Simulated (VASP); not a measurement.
# Tl (Fm-3m) in VASP: a series of runs

Tl is run at these levels: r2SCAN; tasks: single point.

Everything below comes from runs of VASP 6.6.1. Logs are shortened: lines on timing, memory, paths and dates and some standing lists are left out, and cuts for length are marked.

### Step 1. The cell of the first run

It takes space group Fm-3m (No. 225, cubic). The conventional cell has a = 4.927 Å, b = 4.927 Å, c = 4.927 Å, α = 90.00°, β = 90.00°, γ = 90.00°. Tl (site symmetry m-3m) has 12 Tl at 3.48 Å within 4.6 Å.

### Step 2. Single point, r2SCAN

The input, POSCAR:

```
Tl
1.0
    0.0000000000      2.4633505796      2.4633505796
    2.4633505796      0.0000000000      2.4633505796
    2.4633505796      2.4633505796      0.0000000000
Tl
1
Direct
    0.0000000000      0.0000000000      0.0000000000
```

The input, INCAR.step1:

```
SYSTEM = Tl
PREC = Accurate ; ENCUT = 520
ISMEAR = -1 ; SIGMA = 0.1
LREAL = .FALSE. ; LASPH = .TRUE.
NELM = 100 ; NBANDS = 12
GGA = PE ; ALGO = Normal
EDIFF = 1E-4 ; LWAVE = .TRUE.
LCHARG = .FALSE.
```

The input, INCAR.step2:

```
SYSTEM = Tl
PREC = Accurate ; ENCUT = 520
EDIFF = 1E-6 ; ISMEAR = -1
SIGMA = 0.1 ; LREAL = .FALSE.
LASPH = .TRUE. ; NELM = 100
ALGO = Normal ; ISIF = 2
LWAVE = .FALSE. ; LCHARG = .TRUE.
METAGGA = R2SCAN ; LMIXTAU = .TRUE.
LELF = .TRUE. ; LVHAR = .TRUE.
NBANDS = 12 ; ISTART = 1
```

The input, KPOINTS:

```
Automatic mesh
0
G
  11 11 11
  0 0 0
```

Potentials or basis: VASP PAW PBE potentials, release 64 (Tl_d).

Run with:

```sh
> cat potpaw_PBE.64/Tl_d/POTCAR > POTCAR
> cp INCAR.step1 INCAR
> mpirun -np 1 vasp_std > vasp.out
> cp INCAR.step2 INCAR
> mpirun -np 1 vasp_std > vasp.out
```

OUTCAR:

```text
SYSTEM = Tl
   PREC = Accurate
   ENCUT = 520
   EDIFF = 1E-6
   ISMEAR = -1
   LREAL = .FALSE.
   LASPH = .TRUE.
   NELM = 100
   ISIF = 2
   METAGGA = R2SCAN
   ISTART = 1

 ion  position               nearest neighbor table
   1  0.000  0.000  0.000-

  LATTYP: Found a face centered cubic cell.
 ALAT       =     4.9267011592

  Lattice vectors:

 A1 = (   0.0000000000,   2.4633505796,   2.4633505796)
 A2 = (   2.4633505796,   0.0000000000,   2.4633505796)
 A3 = (   2.4633505796,   2.4633505796,   0.0000000000)

Analysis of symmetry for initial positions (statically):
=====================================================================
 Subroutine PRICEL returns:
 Original cell was already a primitive cell.

 Routine SETGRP: Setting up the symmetry group for a
 face centered cubic supercell.

 Subroutine GETGRP returns: Found 48 space group operations
 (whereof 48 operations were pure point group operations)
 out of a pool of 48 trial point group operations.

The static configuration has the point symmetry O_h .

Analysis of symmetry for dynamics (positions and initial velocities):
=====================================================================
 Subroutine PRICEL returns:
 Original cell was already a primitive cell.

 Routine SETGRP: Setting up the symmetry group for a
 face centered cubic supercell.

 Subroutine GETGRP returns: Found 48 space group operations
 (whereof 48 operations were pure point group operations)
 out of a pool of 48 trial point group operations.

The dynamic configuration has the point symmetry O_h .

 Subroutine INISYM returns: Found 48 space group operations
 (whereof 48 operations are pure point group operations),
 and found     1 'primitive' translations

----------------------------------------------------------------------------------------

                                     Primitive cell

  volume of cell :      29.8957

  direct lattice vectors                    reciprocal lattice vectors
     0.000000000  2.463350580  2.463350580    -0.202975575  0.202975575  0.202975575
     2.463350580  0.000000000  2.463350580     0.202975575 -0.202975575  0.202975575
     2.463350580  2.463350580  0.000000000     0.202975575  0.202975575 -0.202975575

  length of vectors
     3.483703799  3.483703799  3.483703799     0.351564008  0.351564008  0.351564008

  position of ions in fractional coordinates (direct lattice)
     0.000000000  0.000000000  0.000000000

  ion indices of the primitive-cell ions
   primitive index   ion index
                 1           1

----------------------------------------------------------------------------------------

 KPOINTS: Automatic mesh

Automatic generation of k-mesh.
 Grid dimensions read from file:
 generate k-points for:   11   11   11

 Generating k-lattice:

  Cartesian coordinates                     Fractional coordinates (reciprocal lattice)
    -0.018452325  0.018452325  0.018452325     0.090909091  0.000000000  0.000000000
     0.018452325 -0.018452325  0.018452325     0.000000000  0.090909091  0.000000000
     0.018452325  0.018452325 -0.018452325     0.000000000  0.000000000  0.090909091

  Length of vectors
     0.031960364  0.031960364  0.031960364

  Shift w.r.t. Gamma in fractional coordinates (k-lattice)
     0.000000000  0.000000000  0.000000000

 Subroutine IBZKPT returns following result:
 ===========================================

 Found     56 irreducible k-points:

 Following reciprocal coordinates:
            Coordinates               Weight
  0.000000  0.000000  0.000000      1.000000
  0.090909  0.000000  0.000000      8.000000
  0.181818  0.000000  0.000000      8.000000
  0.272727  0.000000  0.000000      8.000000
  0.363636  0.000000  0.000000      8.000000
  0.454545  0.000000  0.000000      8.000000
[... 16 lines left out ...]
 -0.272727  0.181818  0.000000     24.000000
 -0.181818  0.181818  0.000000     12.000000
 [... further k-points ...]
   k-points           NKPTS =     56   k-points in BZ     NKDIM =     56   number of bands    NBANDS=     12
   number of dos      NEDOS =    301   number of ions     NIONS =      1
   total plane-waves  NPLWV =  21952
   dimension x,y,z NGX =    28 NGY =   28 NGZ =   28
   dimension x,y,z NGXF=    56 NGYF=   56 NGZF=   56
   ions per type =               1
   NGX,Y,Z   is equivalent  to a cutoff of  13.36, 13.36, 13.36 a.u.
   NGXF,Y,Z  is equivalent  to a cutoff of  26.72, 26.72, 26.72 a.u.
 SYSTEM =  Tl
   PREC   = accura    normal or accurate (medium, high low for compatibility)
   ISTART =      1    job   : 0-new  1-cont  2-samecut
   ICHARG =      0    charge: 1-file 2-atom 10-const
   ISPIN  =      1    spin polarized calculation?
   LNONCOLLINEAR =      F non collinear calculations
   LSORBIT =      F    spin-orbit coupling
   LASPH  =      T    aspherical Exc in radial PAW
   ENCUT  =  520.0 eV  38.22 Ry    6.18 a.u.   6.48  6.48  6.48*2*pi/ulx,y,z
   NELM   =    100;   NELMIN=  2; NELMDL=  0     # of ELM steps
   EDIFF  = 0.1E-05   stopping-criterion for ELM
   LREAL  =      F    real-space projection
   EDIFFG = 0.1E-04   stopping-criterion for IOM
   NSW    =      0    number of steps for IOM
   IBRION =     -1    ionic relax: 0-MD 1-quasi-New 2-CG
   NFREE  =      0    steps in history (QN), initial steepest desc. (CG)
   ISIF   =      2    stress and relaxation
   ISYM   =      2    0-nonsym 1-usesym 2-fastsym
   POTIM  = 0.5000    time-step for ionic-motion
   TEBEG  =    0.0;   TEEND  =   0.0 temperature during run
   PSTRESS=    0.0 pullay stress
   NELECT =      13.0000    total number of electrons
   NUPDOWN=      -1.0000    fix difference up-down
   EMIN   =  10.00;   EMAX   =-10.00  energy-range for DOS
   EFERMI =   0.00;   METHOD = LEGACY
   ISMEAR =    -1;   SIGMA  =   0.10  broadening in eV -4-tet -1-fermi 0-gaus
   EFERMI_NEDOS =   21; number of points for ismear=-14 and -15
   IALGO  =     38    algorithm
   IMIX   =      4    mixing-type and parameters
     AMIX     =   0.40;   BMIX     =  1.00
     AMIX_MAG =   1.60;   BMIX_MAG =  1.00
  volume/ion in A,a.u.               =      29.90       201.75
  Fermi-wavevector in a.u.,A,eV,Ry     =   1.240280  2.343789 20.929766  1.538294
  Thomas-Fermi vector in A             =   2.374727
   LORBIT       =      0    0 simple, 1 ext, 2 COOP (PROOUT), +10 PAW based schemes
   METAGGA = R2SCAN    functional components
   LHFCALC =     F    Hartree Fock is set to
   AEXX    =    0.0000 exact exchange contribution
   IVDW    =     0    specifies the selected vdW correction
   LEPSILON=     F    determine dielectric tensor
   LRPA    =     F    only Hartree local field effects (RPA)
 non-spin polarized calculation
  energy-cutoff  :      520.00
  volume of cell :       29.90
 maximum number of plane-waves:       822
 NGX is ok and might be reduce to    28
   NGX = 13   NGY = 13   NGZ = 13

 number of electron      12.9999999 magnetization

 Free energy of the ion-electron system (eV)
  ---------------------------------------------------
  ext. energy  EPLUGINS =         0.00000000
  ---------------------------------------------------
  free energy    TOTEN  =       -53.16511370 eV

  energy without entropy =      -53.14325652  energy(sigma->0) =      -53.15418511

 E-fermi :   6.0915     XC(G=0): -10.5780

 val. band max:        6.0319971351   @ k =  -0.4545   0.3636   0.0909
 cond. band min:       6.1770670234   @ k =   0.4545   0.1818   0.0909
 fundamental gap:      0.1450698883
 Fermi energy:         6.0914628533

 k-point     1 :       0.0000    0.0000    0.0000
  band No.  band energies     occupation
      1      -6.0360      2.00000
      2      -6.0360      2.00000
      3      -6.0360      2.00000
      4      -5.7818      2.00000
      5      -5.7818      2.00000
      6      -4.0661      2.00000
      7      16.3058      0.00000
      8      16.3058      0.00000
      9      16.3058      0.00000
     10      17.6254      0.00000
     11      20.7278      0.00000
     12      21.3979      0.00000

 k-point     2 :       0.0909    0.0000    0.0000
  band No.  band energies     occupation
      1      -6.0416      2.00000
      2      -6.0160      2.00000
      3      -6.0160      2.00000
      4      -5.7840      2.00000
      5      -5.7840      2.00000
      6      -3.8889      2.00000
      7      14.4349      0.00000
      8      16.1076      0.00000
      9      16.1076      0.00000
     10      17.5000      0.00000
     11      21.1261      0.00000
     12      21.7482      0.00000

 k-point     3 :       0.1818    0.0000    0.0000
  band No.  band energies     occupation
      1      -6.0674      2.00000
      2      -5.9804      2.00000
      3      -5.9804      2.00000
      4      -5.7707      2.00000
      5      -5.7707      2.00000
      6      -3.3448      2.00000
      7      11.3832      0.00000
      8      15.6262      0.00000
      9      15.6262      0.00000
     10      17.3993      0.00000
     11      20.6939      0.00000
     12      21.6317      0.00000
[... 286 lines left out ...]
 k-point    23 :      -0.2727    0.1818    0.0000
  band No.  band energies     occupation
      1      -6.0604      2.00000
      2      -6.0175      2.00000
      3      -5.8853      2.00000
      4      -5.7454      2.00000
      5      -5.6773      2.00000
      6      -1.0211      2.00000
      7       7.1047      0.00008
      8      10.0515      0.00000
      9      14.6629      0.00000
     10      16.9201      0.00000
     11      20.3351      0.00000
     12      21.2761      0.00000

 k-point    24 :      -0.1818    0.1818    0.0000
  band No.  band energies     occupation
      1      -6.0547      2.00000
      2      -5.9957      2.00000
      3      -5.8672      2.00000
      4      -5.8470      2.00000
      5      -5.6928      2.00000
      6      -2.1307      2.00000
      7       9.2792      0.00000
      8      10.8355      0.00000
      9      15.7849      0.00000
     10      17.9196      0.00000
     11      19.4903      0.00000
     12      20.8681      0.00000

 [... further k-points ...]
[... 5 lines left out ...]
  --------------------------------------------------------------------------------------
  -------------------------------------------------------------------------------------
  Total        0.0018126      0.0018126      0.0018126     -0.0000000     -0.0000000      0.0000000
  in kB        0.0971411      0.0971411      0.0971411     -0.0000000     -0.0000000      0.0000000
  external PRESSURE =       0.0971411 kB  Pullay stress =       0.0000000 kB

 VOLUME and BASIS-vectors are now :
 -----------------------------------------------------------------------------
  energy-cutoff  :      520.00
  volume of cell :       29.90
      direct lattice vectors                 reciprocal lattice vectors
     0.000000000  2.463350580  2.463350580    -0.202975575  0.202975575  0.202975575
     2.463350580  0.000000000  2.463350580     0.202975575 -0.202975575  0.202975575
     2.463350580  2.463350580  0.000000000     0.202975575  0.202975575 -0.202975575

 POSITION                                       TOTAL-FORCE (eV/Angst)
 -----------------------------------------------------------------------------------
      0.00000      0.00000      0.00000         0.000000      0.000000      0.000000
 -----------------------------------------------------------------------------------
    total drift:                               -0.000000     -0.000000     -0.000000

  FREE ENERGIE OF THE ION-ELECTRON SYSTEM (eV)
  ---------------------------------------------------
  free  energy   TOTEN  =       -53.1651136968 eV

  energy  without entropy=      -53.1432565183  energy(sigma->0) =      -53.15418511
```

Run time: 58 s. Hardware: 1 thread of AMD EPYC 9R45 (Zen 5), shared host; peak memory 0.14 GiB.

Results:

- Free energy: -53.1651 eV
- Pressure: 0.0 GPa

Levels at points of the mesh, in eV from the Fermi level:
```
           k point  band 4  band 5  band 6  band 7  band 8  band 9
(0.00, 0.00, 0.00)  -11.87  -11.87  -10.16   10.21   10.21   10.21
```

Caveat: the PAW data sets were made with another functional, which shifts forces and pressure a little; spin-orbit coupling is left out, which moves the levels of the heavy elements.

### Step 3. Single point, r2SCAN (volume scaled by 0.88)

The input, POSCAR:

```
Tl
1.0
    0.0000000000      2.3605893764      2.3605893764
    2.3605893764      0.0000000000      2.3605893764
    2.3605893764      2.3605893764      0.0000000000
Tl
1
Direct
    0.0000000000      0.0000000000      0.0000000000
```

The input, INCAR.step1:

```
SYSTEM = Tl
ALGO     = Normal         ! electronic algorithm
EDIFF    = 1E-4           ! SCF threshold, eV
ENCUT    = 520            ! plane-wave cutoff, eV
GGA      = PE             ! functional
ISMEAR   = -1             ! smearing method
LASPH    = .TRUE.         ! aspherical terms in the spheres
LCHARG   = .FALSE.        ! write CHGCAR
LREAL    = .FALSE.        ! projectors in reciprocal space
LWAVE    = .TRUE.         ! write WAVECAR
NBANDS   = 12             ! bands
NELM     = 60             ! most SCF steps
PREC     = Accurate       ! precision mode
SIGMA    = 0.1            ! smearing width, eV
```

The input, INCAR.step2:

```
SYSTEM = Tl
ALGO     = Normal         ! electronic algorithm
EDIFF    = 1E-6           ! SCF threshold, eV
ENCUT    = 520            ! plane-wave cutoff, eV
ISIF     = 2              ! what is computed and relaxed
ISMEAR   = -1             ! smearing method
ISTART   = 1            
LASPH    = .TRUE.         ! aspherical terms in the spheres
LCHARG   = .TRUE.         ! write CHGCAR
LELF     = .TRUE.         ! ELF
LMIXTAU  = .TRUE.       
LREAL    = .FALSE.        ! projectors in reciprocal space
LVHAR    = .TRUE.       
LWAVE    = .FALSE.        ! write WAVECAR
METAGGA  = R2SCAN         ! meta-GGA
NBANDS   = 12             ! bands
NELM     = 60             ! most SCF steps
PREC     = Accurate       ! precision mode
SIGMA    = 0.1            ! smearing width, eV
```

The input, KPOINTS:

```
k-points
0
G
  12 12 12
  0 0 0
```

Potentials or basis: VASP PAW PBE potentials, release 64 (Tl_d).

Run with:

```sh
> cat potpaw_PBE.64/Tl_d/POTCAR > POTCAR
> cp INCAR.step1 INCAR
> mpirun -np 1 vasp_std > vasp.out
> cp INCAR.step2 INCAR
> mpirun -np 1 vasp_std > vasp.out
```

Run time: 66 s. Hardware: 1 thread of AMD EPYC 9R45 (Zen 5), shared host; peak memory 0.14 GiB.

It converged, with:

| Property | Result |
| --- | --- |
| Free energy | -53.1084 eV |
| Pressure | 5.8 GPa |

Levels at points of the mesh, in eV from the Fermi level:
| k point | band 3 | band 4 | band 5 | band 6 | band 7 | band 8 | band 9 | band 10 |
| --- | --- | --- | --- | --- | --- | --- | --- | --- |
| (0.00, 0.00, 0.00) | -12.29 | -11.94 | -11.94 | -11.06 | 11.42 | 11.42 | 11.42 | 11.75 |
| (0.50, 0.00, 0.00) | -12.28 | -11.62 | -11.62 | -5.53 | -3.32 | 9.10 | 9.10 | 11.18 |
| (0.50, 0.50, 0.00) | -11.65 | -11.54 | -11.54 | -3.54 | -2.14 | 4.40 | 4.40 | 8.53 |

Caveat: the PAW data sets were made with another functional, which shifts forces and pressure a little; spin-orbit coupling is left out, which moves the levels of the heavy elements.

### Step 4. Single point, r2SCAN (volume scaled by 0.92)

The input, POSCAR:

```
Tl
1.0
    0.0000000000      2.3958272487      2.3958272487
    2.3958272487      0.0000000000      2.3958272487
    2.3958272487      2.3958272487      0.0000000000
Tl
1
Direct
    0.0000000000      0.0000000000      0.0000000000
```

The input, INCAR.step1:

```
PREC     = Accurate       # precision mode
ENCUT    = 520            # plane-wave cutoff, eV
ISMEAR   = -1             # smearing method
SIGMA    = 0.1            # smearing width, eV
LREAL    = False          # projectors in reciprocal space
LASPH    = True           # aspherical terms in the spheres
NELM     = 60             # most SCF steps
NBANDS   = 12             # bands
GGA      = PE             # functional
ALGO     = Normal         # electronic algorithm
EDIFF    = 1E-4           # SCF threshold, eV
LWAVE    = True           # write WAVECAR
LCHARG   = False          # write CHGCAR
```

The input, INCAR.step2:

```
PREC     = Accurate       # precision mode
ENCUT    = 520            # plane-wave cutoff, eV
EDIFF    = 1E-6           # SCF threshold, eV
ISMEAR   = -1             # smearing method
SIGMA    = 0.1            # smearing width, eV
LREAL    = False          # projectors in reciprocal space
LASPH    = True           # aspherical terms in the spheres
NELM     = 60             # most SCF steps
ALGO     = Normal         # electronic algorithm
ISIF     = 2              # what is computed and relaxed
LWAVE    = False          # write WAVECAR
LCHARG   = True           # write CHGCAR
METAGGA  = R2SCAN         # meta-GGA
LMIXTAU  = True         
LELF     = True           # ELF
LVHAR    = True         
NBANDS   = 12             # bands
ISTART   = 1
```

The input, KPOINTS:

```
regular mesh
0
Gamma
  12 12 12
```

Run with:

```sh
> cat potpaw_PBE.64/Tl_d/POTCAR > POTCAR
> cp INCAR.step1 INCAR
> mpirun -np 1 vasp_std > vasp.out
> cp INCAR.step2 INCAR
> mpirun -np 1 vasp_std > vasp.out
```

It took 83 s on 1 thread of AMD EPYC 9R45 (Zen 5), shared host; peak memory 0.14 GiB.

It converged, with:

```
Free energy : -53.1430 eV
Pressure    : 3.3 GPa
```

Levels at points of the mesh, in eV from the Fermi level:
```
           k point  band 3  band 4  band 5  band 6  band 7  band 8  band 9  band 10
(0.00, 0.00, 0.00)  -12.20  -11.89  -11.89  -10.70   11.02   11.02   11.02    11.71
(0.50, 0.00, 0.00)  -12.19  -11.60  -11.60   -5.54   -3.10    8.79    8.79    11.13
(0.50, 0.50, 0.00)  -11.62  -11.53  -11.53   -3.66   -1.97    4.32    4.32     8.28
```

Caveat: the PAW data sets were made with another functional, which shifts forces and pressure a little; spin-orbit coupling is left out, which moves the levels of the heavy elements.

### Step 5. Summary

| cell | k mesh | gap on the mesh (eV) | pressure (GPa) |
| --- | --- | --- | --- |
| a = 3.484 Å, angles 60.0°, 1 atom | 11 × 11 × 11 | none | 0.0 |
| a = 3.338 Å, angles 60.0°, 1 atom | 12 × 12 × 12 | none | 5.8 |
| a = 3.388 Å, angles 60.0°, 1 atom | 12 × 12 × 12 | none | 3.3 |

Alike in all rows: task single point; level r2SCAN; potentials or basis VASP PAW PBE potentials, release 64 (Tl_d); no spin polarisation; cutoff (eV) 520; smearing fermi-dirac 0.1 eV.

Caveats: the PAW data sets were made with another functional, which shifts forces and pressure a little; spin-orbit coupling is left out, which moves the levels of the heavy elements.

Total energies depend on the potentials used, so only differences within one code and one set of settings carry meaning.
